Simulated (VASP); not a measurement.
Write the native input for VASP 6.6.1 that does the following.

```
Task                   : single point
Functional             : LDA
Potentials or basis    : VASP PAW LDA potentials, release 64 (Ta_pv, N)
Cutoff                 : 520 eV
k mesh                 : 16 × 16 × 16
Occupations            : gaussian, width 0.1 eV
Spin                   : no spin polarisation
Dipole correction      : no
Further INCAR settings : ALGO = Normal; EDIFF = 1e-06; NBANDS = 15
```

The structure of TaN lies in POSCAR:

```
TaN
1.0
    0.0000000000      2.1743265507      2.1743265507
    2.1743265507      0.0000000000      2.1743265507
    2.1743265507      2.1743265507      0.0000000000
Ta N
1 1
Direct
    0.5000000000      0.5000000000      0.5000000000
    0.0000000000      0.0000000000      0.0000000000
```

These files were run (other wordings do the same):

INCAR

```
ALGO     = Normal         # electronic algorithm
EDIFF    = 1E-6           # SCF threshold, eV
ENCUT    = 520            # plane-wave cutoff, eV
GGA      = CA             # functional
ISIF     = 2              # what is computed and relaxed
ISMEAR   = 0              # smearing method
LASPH    = T              # aspherical terms in the spheres
LCHARG   = T              # write CHGCAR
LELF     = T              # ELF
LREAL    = F              # projectors in reciprocal space
LVHAR    = T            
LWAVE    = F              # write WAVECAR
NBANDS   = 15             # bands
NELM     = 60             # most SCF steps
PREC     = Accurate       # precision mode
SIGMA    = 0.1            # smearing width, eV
```

KPOINTS

```
k-points
0
Gamma
  16 16 16
```

Potentials or basis: VASP PAW LDA potentials, release 64 (Ta_pv, N).

Command:

```sh
$ cat potpaw_LDA.64/Ta_pv/POTCAR potpaw_LDA.64/N/POTCAR > POTCAR
$ mpirun -np 1 vasp_std > vasp.out
```

Results of the run:

The pressure is 2.0 GPa and the band gap on the k mesh is zero (band 8 reaches 11.78 eV, above the bottom of band 9 at 7.56 eV).

Caveat: spin-orbit coupling is left out, which moves the levels of the heavy elements.

It took 18 s on 1 thread of AMD EPYC 9R45 96-Core Processor (Zen 5) (shared host), peak memory 0.13 GiB.
